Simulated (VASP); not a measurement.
# InP (F-43m) in VASP: further runs, part 2 of 2

VASP 6.6.1.

## Step 3: Single point, PBE

This run uses another cell than the first one, of 28.19 Å³/atom.

The input, INCAR:

```
SYSTEM = InP
  ALGO = Normal
  EDIFF = 1E-6
  ENCUT = 500
  GGA = PE
  GGA_COMPAT = .False.
  ISIF = 2
  ISMEAR = 0
  LASPH = .True.
  LCHARG = .False.
  LREAL = .False.
  LWAVE = .False.
  NBANDS = 16
  NELM = 120
  PREC = Accurate
  SIGMA = 0.01
```

The input, KPOINTS:

```
k-points
0
Gamma
  8 8 8
  0 0 0
```

The input, POSCAR:

```
InP
1.0
    0.0000000000      3.0433207931      3.0433207931
    3.0433207931      0.0000000000      3.0433207931
    3.0433207931      3.0433207931      0.0000000000
In P
1 1
Direct
    0.0000000000      0.0000000000      0.0000000000
    0.2500000000      0.2500000000      0.2500000000
```

Potentials or basis: VASP PAW PBE potentials, release 64 (In_d, P).

Started as:

```console
$ cat potpaw_PBE.64/In_d/POTCAR potpaw_PBE.64/P/POTCAR > POTCAR
$ mpirun -np 1 vasp_std > vasp.out
```

OUTCAR:

```text
SYSTEM = InP
   EDIFF = 1E-6
   ENCUT = 500
   GGA = PE
   ISIF = 2
   ISMEAR = 0
   LASPH = .True.
   LREAL = .False.
   NELM = 120
   PREC = Accurate

 ion  position               nearest neighbor table
   1  0.000  0.000  0.000-   2 2.64   2 2.64   2 2.64   2 2.64
   2  0.250  0.250  0.250-   1 2.64   1 2.64   1 2.64   1 2.64

  LATTYP: Found a face centered cubic cell.
 ALAT       =     6.0866415862

  Lattice vectors:

 A1 = (   0.0000000000,   3.0433207931,   3.0433207931)
 A2 = (   3.0433207931,   0.0000000000,   3.0433207931)
 A3 = (   3.0433207931,   3.0433207931,   0.0000000000)

Analysis of symmetry for initial positions (statically):
=====================================================================
 Subroutine PRICEL returns:
 Original cell was already a primitive cell.

 Routine SETGRP: Setting up the symmetry group for a
 face centered cubic supercell.

 Subroutine GETGRP returns: Found 24 space group operations
 (whereof 24 operations were pure point group operations)
 out of a pool of 48 trial point group operations.

The static configuration has the point symmetry T_d .

Analysis of symmetry for dynamics (positions and initial velocities):
=====================================================================
 Subroutine PRICEL returns:
 Original cell was already a primitive cell.

 Routine SETGRP: Setting up the symmetry group for a
 face centered cubic supercell.

 Subroutine GETGRP returns: Found 24 space group operations
 (whereof 24 operations were pure point group operations)
 out of a pool of 48 trial point group operations.

The dynamic configuration has the point symmetry T_d .

 Subroutine INISYM returns: Found 24 space group operations
 (whereof 24 operations are pure point group operations),
 and found     1 'primitive' translations

----------------------------------------------------------------------------------------

                                     Primitive cell

  volume of cell :      56.3733

  direct lattice vectors                    reciprocal lattice vectors
     0.000000000  3.043320793  3.043320793    -0.164294215  0.164294215  0.164294215
     3.043320793  0.000000000  3.043320793     0.164294215 -0.164294215  0.164294215
     3.043320793  3.043320793  0.000000000     0.164294215  0.164294215 -0.164294215

  length of vectors
     4.303905540  4.303905540  4.303905540     0.284565927  0.284565927  0.284565927

  position of ions in fractional coordinates (direct lattice)
     0.000000000  0.000000000  0.000000000
     0.250000000  0.250000000  0.250000000

  ion indices of the primitive-cell ions
   primitive index   ion index
                 1           1
                 2           2

----------------------------------------------------------------------------------------

 KPOINTS: k-points

Automatic generation of k-mesh.
 Grid dimensions read from file:
 generate k-points for:    8    8    8

 Generating k-lattice:

  Cartesian coordinates                     Fractional coordinates (reciprocal lattice)
    -0.020536777  0.020536777  0.020536777     0.125000000  0.000000000  0.000000000
     0.020536777 -0.020536777  0.020536777     0.000000000  0.125000000  0.000000000
     0.020536777  0.020536777 -0.020536777     0.000000000  0.000000000  0.125000000

  Length of vectors
     0.035570741  0.035570741  0.035570741

  Shift w.r.t. Gamma in fractional coordinates (k-lattice)
     0.000000000  0.000000000  0.000000000

 Subroutine IBZKPT returns following result:
 ===========================================

 Found     29 irreducible k-points:

 Following reciprocal coordinates:
            Coordinates               Weight
  0.000000  0.000000  0.000000      1.000000
  0.125000  0.000000  0.000000      8.000000
  0.250000  0.000000  0.000000      8.000000
  0.375000  0.000000  0.000000      8.000000
  0.500000  0.000000  0.000000      4.000000
  0.125000  0.125000  0.000000      6.000000
[... 16 lines left out ...]
  0.500000  0.250000  0.125000     48.000000
 -0.375000  0.250000  0.125000     24.000000
 [... further k-points ...]
   k-points           NKPTS =     29   k-points in BZ     NKDIM =     29   number of bands    NBANDS=     16
   number of dos      NEDOS =    301   number of ions     NIONS =      2
   total plane-waves  NPLWV =  32768
   dimension x,y,z NGX =    32 NGY =   32 NGZ =   32
   dimension x,y,z NGXF=    64 NGYF=   64 NGZF=   64
   ions per type =               1   1
   NGX,Y,Z   is equivalent  to a cutoff of  12.36, 12.36, 12.36 a.u.
   NGXF,Y,Z  is equivalent  to a cutoff of  24.72, 24.72, 24.72 a.u.
 SYSTEM =  InP
   PREC   = accura    normal or accurate (medium, high low for compatibility)
   ISTART =      0    job   : 0-new  1-cont  2-samecut
   ICHARG =      2    charge: 1-file 2-atom 10-const
   ISPIN  =      1    spin polarized calculation?
   LNONCOLLINEAR =      F non collinear calculations
   LSORBIT =      F    spin-orbit coupling
   LASPH  =      T    aspherical Exc in radial PAW
   ENCUT  =  500.0 eV  36.75 Ry    6.06 a.u.   7.85  7.85  7.85*2*pi/ulx,y,z
   NELM   =    120;   NELMIN=  2; NELMDL= -5     # of ELM steps
   EDIFF  = 0.1E-05   stopping-criterion for ELM
   LREAL  =      F    real-space projection
   EDIFFG = 0.1E-04   stopping-criterion for IOM
   NSW    =      0    number of steps for IOM
   IBRION =     -1    ionic relax: 0-MD 1-quasi-New 2-CG
   NFREE  =      0    steps in history (QN), initial steepest desc. (CG)
   ISIF   =      2    stress and relaxation
   ISYM   =      2    0-nonsym 1-usesym 2-fastsym
   POTIM  = 0.5000    time-step for ionic-motion
   TEBEG  =    0.0;   TEEND  =   0.0 temperature during run
   PSTRESS=    0.0 pullay stress
   NELECT =      18.0000    total number of electrons
   NUPDOWN=      -1.0000    fix difference up-down
   EMIN   =  10.00;   EMAX   =-10.00  energy-range for DOS
   EFERMI =   0.00;   METHOD = LEGACY
   ISMEAR =     0;   SIGMA  =   0.01  broadening in eV -4-tet -1-fermi 0-gaus
   EFERMI_NEDOS =   21; number of points for ismear=-14 and -15
   IALGO  =     38    algorithm
   IMIX   =      4    mixing-type and parameters
     AMIX     =   0.40;   BMIX     =  1.00
     AMIX_MAG =   1.60;   BMIX_MAG =  1.00
  volume/ion in A,a.u.               =      28.19       190.21
  Fermi-wavevector in a.u.,A,eV,Ry     =   1.118943  2.114496 17.034947  1.252033
  Thomas-Fermi vector in A             =   2.255578
   LORBIT       =      0    0 simple, 1 ext, 2 COOP (PROOUT), +10 PAW based schemes
   GGA     = PE    functional components
   LHFCALC =     F    Hartree Fock is set to
   AEXX    =    0.0000 exact exchange contribution
   IVDW    =     0    specifies the selected vdW correction
   LEPSILON=     F    determine dielectric tensor
   LRPA    =     F    only Hartree local field effects (RPA)
 non-spin polarized calculation
 Gauss-broadening in eV      SIGMA  =   0.01
  energy-cutoff  :      500.00
  volume of cell :       56.37
 maximum number of plane-waves:      1459
   NGX = 15   NGY = 15   NGZ = 15

 number of electron      17.9999992 magnetization

 Free energy of the ion-electron system (eV)
  ---------------------------------------------------
  ext. energy  EPLUGINS =         0.00000000
  ---------------------------------------------------
  free energy    TOTEN  =        -8.36878474 eV

  energy without entropy =       -8.36878474  energy(sigma->0) =       -8.36878474

 E-fermi :   4.0794     XC(G=0):  -8.7897

 val. band max:        4.0278794532   @ k =   0.0000   0.0000   0.0000
 cond. band min:       4.1221087612   @ k =   0.0000   0.0000   0.0000
 fundamental gap:      0.0942293080
 Fermi energy:         4.0794373283

 k-point     1 :       0.0000    0.0000    0.0000
  band No.  band energies     occupation
      1      -9.9818      2.00000
      2      -9.9818      2.00000
      3      -9.9818      2.00000
      4      -9.8788      2.00000
      5      -9.8788      2.00000
      6      -6.7745      2.00000
[... 8 lines left out ...]
     15      13.2891      0.00000
     16      13.2891      0.00000

 k-point     2 :       0.1250    0.0000    0.0000
  band No.  band energies     occupation
      1      -9.9930      2.00000
      2      -9.9768      2.00000
      3      -9.9768      2.00000
      4      -9.8786      2.00000
      5      -9.8786      2.00000
      6      -6.6264      2.00000
[... 8 lines left out ...]
     15      12.7176      0.00000
     16      12.8566      0.00000
[... 387 lines left out ...]
      5      -9.8682      2.00000
      6      -5.3925      2.00000
[... 8 lines left out ...]
     15      14.3492      0.00000
     16      15.1115      0.00000

 k-point    24 :      -0.3750    0.2500    0.1250
  band No.  band energies     occupation
      1     -10.0668      2.00000
      2      -9.9490      2.00000
      3      -9.9357      2.00000
      4      -9.8815      2.00000
      5      -9.8698      2.00000
      6      -5.1386      2.00000
[... 8 lines left out ...]
     15      14.3985      0.00000
     16      14.9349      0.00000

 [... further k-points ...]
[... 5 lines left out ...]
  --------------------------------------------------------------------------------------
  -------------------------------------------------------------------------------------
  Total       -1.1570444     -1.1570444     -1.1570444     -0.0000000      0.0000000     -0.0000000
  in kB      -32.8842108    -32.8842108    -32.8842108     -0.0000000      0.0000000     -0.0000000
  external PRESSURE =     -32.8842108 kB  Pullay stress =       0.0000000 kB

 VOLUME and BASIS-vectors are now :
 -----------------------------------------------------------------------------
  energy-cutoff  :      500.00
  volume of cell :       56.37
      direct lattice vectors                 reciprocal lattice vectors
     0.000000000  3.043320793  3.043320793    -0.164294215  0.164294215  0.164294215
     3.043320793  0.000000000  3.043320793     0.164294215 -0.164294215  0.164294215
     3.043320793  3.043320793  0.000000000     0.164294215  0.164294215 -0.164294215

 POSITION                                       TOTAL-FORCE (eV/Angst)
 -----------------------------------------------------------------------------------
      0.00000      0.00000      0.00000         0.000000      0.000000      0.000000
      1.52166      1.52166      1.52166        -0.000000     -0.000000     -0.000000
 -----------------------------------------------------------------------------------
    total drift:                                0.000000      0.000000      0.000000

  FREE ENERGIE OF THE ION-ELECTRON SYSTEM (eV)
  ---------------------------------------------------
  free  energy   TOTEN  =        -8.3687847444 eV

  energy  without entropy=       -8.3687847444  energy(sigma->0) =       -8.36878474
```

OSZICAR:

```text
N       E                     dE             d eps       ncg     rms          rms(c)
DAV:   1     0.108853594517E+03    0.10885E+03   -0.82342E+03   936   0.117E+03
DAV:   2    -0.122093538112E+01   -0.11007E+03   -0.10506E+03  1064   0.286E+02
DAV:   3    -0.853660741580E+01   -0.73157E+01   -0.72834E+01  1216   0.729E+01
DAV:   4    -0.873728589109E+01   -0.20068E+00   -0.20063E+00  1144   0.137E+01
DAV:   5    -0.874812423295E+01   -0.10838E-01   -0.10838E-01  1432   0.267E+00    0.477E+00
DAV:   6    -0.838519463743E+01    0.36293E+00   -0.62106E-01  1480   0.114E+01    0.285E+00
DAV:   7    -0.836690486971E+01    0.18290E-01   -0.12917E-01  1336   0.250E+00    0.114E+00
DAV:   8    -0.836786369284E+01   -0.95882E-03   -0.11696E-02  1112   0.121E+00    0.211E-01
DAV:   9    -0.836856752091E+01   -0.70383E-03   -0.13023E-03  1176   0.403E-01    0.137E-01
DAV:  10    -0.836869987836E+01   -0.13236E-03   -0.16859E-04  1336   0.119E-01    0.800E-02
DAV:  11    -0.836878499536E+01   -0.85117E-04   -0.12581E-04  1128   0.790E-02    0.336E-02
DAV:  12    -0.836878474439E+01    0.25097E-06   -0.62873E-06  1120   0.256E-02
   1 F= -.83687847E+01 E0= -.83687847E+01  d E =-.136333E-12
```

Wall time 14 s (1 thread of Intel Xeon Platinum 8488C (Sapphire Rapids), shared host); peak memory 0.18 GiB.

Results:

```
Free energy            : -8.3688 eV
Pressure               : -3.3 GPa
Band gap on the k mesh : 0.09 eV
```

Caveat: the cell stands under tension; spin-orbit coupling is left out, which moves the levels of the heavy elements.
